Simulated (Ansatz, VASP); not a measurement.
**K: VASP beside Ansatz**

File INCAR:

```
SYSTEM = K
  ALGO = Normal
  EDIFF = 1E-6
  ENCUT = 520
  GGA = PE
  ISIF = 2
  ISMEAR = 0
  LASPH = .TRUE.
  LCHARG = .FALSE.
  LREAL = .FALSE.
  LWAVE = .FALSE.
  NBANDS = 10
  NELM = 100
  PREC = Accurate
  SIGMA = 0.15
```

KPOINTS

```
k-points
0
G
  14 14 14
  0 0 0
```

Contents of POSCAR:

```
K
1.0
   -2.6180000000      2.6180000000      2.7489000000
    2.6180000000     -2.6180000000      2.7489000000
    2.6180000000      2.6180000000     -2.7489000000
K
1
Direct
    0.0000000000      0.0000000000      0.0000000000
```

Input for Ansatz:

```yaml
crystal:
  lattice:
    - [-2.618, 2.618, 2.7489]
    - [2.618, -2.618, 2.7489]
    - [2.618, 2.618, -2.7489]
  atoms:
    - { symbol: K, position: [0.0, 0.0, 0.0] }
basis:
  ecutwfc: 420
kpoints:
  mp_grid: { grid: [14, 14, 14] }
hamiltonian:
  xc: pbe
scf:
  occupations: { method: gaussian, width: 0.15 }
output:
  forces: true
  stress: true
  eigenvalues: true
```

Change from the starting cell: strain +0.000 along x and y, +0.050 along z, atoms carried along.

Alike in both runs: task single point; functional PBE; k mesh 14 × 14 × 14; occupations gaussian, width 0.15 eV; no spin polarisation.

|  | VASP | Ansatz |
| --- | --- | --- |
| version | VASP 6.6.1 | Ansatz 0.2.0 |
| potentials or method | VASP PAW PBE potentials, release 64 (K_sv), cutoff 520 eV | scalar-relativistic, plane waves, PAW |
| valence electrons in the cell | 9 | 9 |

```tsv
	VASP	Ansatz	Ansatz less VASP
gap on the k mesh at the Fermi level (eV)	none	none	-
pressure (GPa)	-0.1	-0.1	+0.01
```

A gap of «none» marks a metal or a gap that the smearing closes.
